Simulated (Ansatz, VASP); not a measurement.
## One calculation of BiTe2, two programs

```
CELL_PARAMETERS angstrom
-3.03773 3.03773 7.54075
3.03773 -3.03773 7.54075
3.03773 3.03773 -7.54075
ATOMIC_POSITIONS crystal
Bi 0.00000 0.00000 0.00000
Bi 0.75000 0.25000 0.50000
Te 0.20456 0.20456 0.00000
Te 0.95456 0.45456 0.50000
Te 0.54544 0.04544 0.50000
Te 0.79544 0.79544 0.00000
```

Alike in both runs: functional PBE; k mesh 4 × 4 × 4; occupations gaussian, width 0.1 eV; no spin polarisation.

Ansatz relaxed the structure, and its values are those at the end. VASP's run is a single point on that final structure, the one shown.

```csv
,VASP,Ansatz
version,VASP 6.6.1,Ansatz 0.2.0
potentials or method,"VASP PAW PBE potentials, release 64 (Bi_d, Te), cutoff 520 eV","scalar-relativistic, plane waves, PAW"
valence electrons in the cell,54,94
```

```tsv
	VASP	Ansatz	Ansatz less VASP
gap on the k mesh at the Fermi level (eV)	none	none	-
pressure (GPa)	0.2	0.2	+0.03
rms of the force components (eV/Å)	0.005	0.006	+0.0003
```

A gap of «none» marks a metal or a gap that the smearing closes. The functional is the same, so the differences come from potentials, cutoffs and numerics. VASP's potentials hold 54 valence electrons a cell and Ansatz's 94, so a difference there can come from the potentials and not from the codes.

The k mesh is coarse, so the values compare programs but aren't converged. Spin-orbit coupling is off throughout.
